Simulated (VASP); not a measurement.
GaN:

```
CELL_PARAMETERS angstrom
0.00000 2.29770 2.29770
2.29770 0.00000 2.29770
2.29770 2.29770 0.00000
ATOMIC_POSITIONS crystal
Ga 0.00000 0.00000 0.00000
N 0.25000 0.25000 0.25000
```

Program: VASP 6.6.1. Alike in all runs: task single point; potentials or basis VASP PAW PBE potentials, release 64 (Ga_d, N); no spin polarisation; cell as given; smearing fermi-dirac 0.05 eV.

Problem. Order these runs on this cell by their band gap on the k mesh, lowest first.
A. level r2SCAN+rVV10; k mesh 10 × 10 × 10; cutoff (eV) 520
B. level B3LYP; k mesh 5 × 5 × 5; cutoff (eV) 520; grid for exact exchange (PRECFOCK) Normal; share of exact exchange 0.2
C. level b88 exchange, pbe correlation; k mesh 10 × 10 × 10; cutoff (eV) 600

Solution. C (1.35 eV), A (1.70 eV), B (2.98 eV).

Caveats: some runs use coarse meshes; the cell stands under tension (at least some runs).
